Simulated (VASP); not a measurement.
**W: single point with r2SCAN**

The system is W.

```
W
1.0
    -1.58480    1.58480    1.58480
     1.58480   -1.58480    1.58480
     1.58480    1.58480   -1.58480
W
1
Direct
  0.00000 0.00000 0.00000
```

```json
{
  "Program": "VASP 6.6.1",
  "Task": "single point",
  "Functional": "r2SCAN",
  "Potentials or basis": "VASP PAW PBE potentials, release 64 (W_sv)",
  "Cutoff": "520 eV",
  "k mesh": "14 × 14 × 14",
  "Occupations": "gaussian, width 0.1 eV",
  "Spin": "no spin polarisation"
}
```

| Property | Result |
| --- | --- |
| Pressure | 1.4 GPa |
| Band gap on the k mesh | zero (bands 7 and 8 overlap by 6.58 eV) |

Levels at points of the mesh, in eV from the Fermi level:
| k point | band 5 | band 6 | band 7 | band 8 | band 9 | band 10 |
| --- | --- | --- | --- | --- | --- | --- |
| (0.00, 0.00, 0.00) | -10.19 | -1.37 | -1.37 | -1.37 | 2.46 | 2.46 |
| (0.50, 0.00, 0.00) | -6.62 | -3.82 | 0.43 | 2.30 | 3.34 | 6.21 |
| (0.50, 0.50, 0.50) | -6.07 | -6.07 | 5.21 | 5.21 | 5.21 | 8.42 |

It took 110 s on 1 thread of Intel Xeon 8259CL (shared host), peak memory 0.14 GiB.

Caveat: the PAW data sets were made with another functional, which shifts forces and pressure a little; spin-orbit coupling is left out, which moves the levels of the heavy elements.
